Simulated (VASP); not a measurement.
A run of VASP 6.6.1:

Contents of POSCAR:

```
AlN
1.0
    0.0000000000      2.1848764830      2.1848764830
    2.1848764830      0.0000000000      2.1848764830
    2.1848764830      2.1848764830      0.0000000000
Al N
1 1
Direct
    0.0000000000      0.0000000000      0.0000000000
    0.7500000000      0.7500000000      0.7500000000
```

File INCAR.step1:

```
SYSTEM = AlN
PREC = Accurate
ENCUT = 500
EDIFF = 1E-8
ISMEAR = 0
SIGMA = 0.01
LREAL = .False.
LASPH = .True.
NELM = 60
ALGO = Normal
LWAVE = .True.
LCHARG = .False.
GGA = CA
```

File INCAR.step2:

```
SYSTEM = AlN
PREC = Accurate
ENCUT = 500
EDIFF = 1E-8
ISMEAR = 0
SIGMA = 0.01
LREAL = .False.
LASPH = .True.
NELM = 1
ALGO = Exact
LWAVE = .True.
LCHARG = .False.
GGA = CA
NBANDS = 82
LOPTICS = .True.
ISTART = 1
```

The input INCAR.step3:

```
SYSTEM = AlN
PREC = Accurate
ENCUT = 500
EDIFF = 1E-8
ISMEAR = 0
SIGMA = 0.01
LREAL = .False.
LASPH = .True.
ALGO = EVGW0
LWAVE = .False.
LCHARG = .False.
GGA = CA
NELMGW = 1
NBANDS = 82
ENCUTGW = 140.0
NOMEGA = 96
PRECFOCK = Fast
ISTART = 1
NBANDSGW = 12
OMEGAMAX = 20
```

KPOINTS

```
regular mesh
0
Gamma
  6 6 6
  0 0 0
```

Potentials or basis: VASP PAW LDA potentials, release 64 (Al_GW, N_GW).

Command:

```bash
$ cat potpaw_LDA.64/Al_GW/POTCAR potpaw_LDA.64/N_GW/POTCAR > POTCAR
$ cp INCAR.step1 INCAR
$ mpirun -np 1 vasp_std > vasp.out
$ cp INCAR.step2 INCAR
$ mpirun -np 1 vasp_std > vasp.out
$ cp INCAR.step3 INCAR
$ mpirun -np 1 vasp_std > vasp.out
```

Hardware: 1 thread of Intel(R) Xeon(R) Platinum 8259CL CPU @ 2.50GHz (Skylake/Cascade Lake) (shared host).

Problem. Estimate the wall time of this run.

Solution. Wall time 4 min on 1 thread of Intel(R) Xeon(R) Platinum 8259CL CPU @ 2.50GHz (Skylake/Cascade Lake) (shared host), peak memory 0.37 GiB. Counts: k points 16.
